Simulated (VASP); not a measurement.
Here is a VASP 6.6.1 calculation.

File INCAR:

```
PREC = Accurate ; ENCUT = 520
EDIFF = 1E-6 ; ISMEAR = 0
SIGMA = 0.1 ; LREAL = F
LASPH = T ; NELM = 150
ALGO = Normal ; ISIF = 2
LWAVE = F ; LCHARG = F
ISPIN = 2 ; MAGMOM = 0 4 0 0
LORBIT = 11 ; LMAXMIX = 4
GGA = PE ; NBANDS = 27
```

KPOINTS

```
regular mesh
0
Gamma
  6 6 4
```

POSCAR

```
SrFeTe2
1.0
    4.2635629100      0.0000000000      0.0000000000
   -2.1317814600      3.6923537900      0.0000000000
    0.0000000000      0.0000000000      5.6994726900
Sr Fe Te
1 1 2
Direct
    0.0000000000      0.0000000000      0.5000000000
    0.0000000000      0.0000000000      0.0000000000
    0.3333333300      0.6666666700      0.2603220000
    0.6666666700      0.3333333300      0.7396780000
```

Potentials or basis: VASP PAW PBE potentials, release 64 (Sr_sv, Fe, Te).

Command:

```bash
$ cat potpaw_PBE.64/Sr_sv/POTCAR potpaw_PBE.64/Fe/POTCAR potpaw_PBE.64/Te/POTCAR > POTCAR
$ mpirun -np 1 vasp_std > vasp.out
```

Question: Estimate the pressure.

Answer: 24.4 GPa.

Question: What does it give for the site moments?

Answer: Sr +0.02; Fe +2.96; Te +0.07 μB.

Stress tensor (GPa, compression positive):
```
21.86  0.00  0.00
 0.00 21.86  0.00
 0.00  0.00 29.45
```

Caveat: a cell with one magnetic atom can't hold antiferromagnetic order, which such compounds often take.
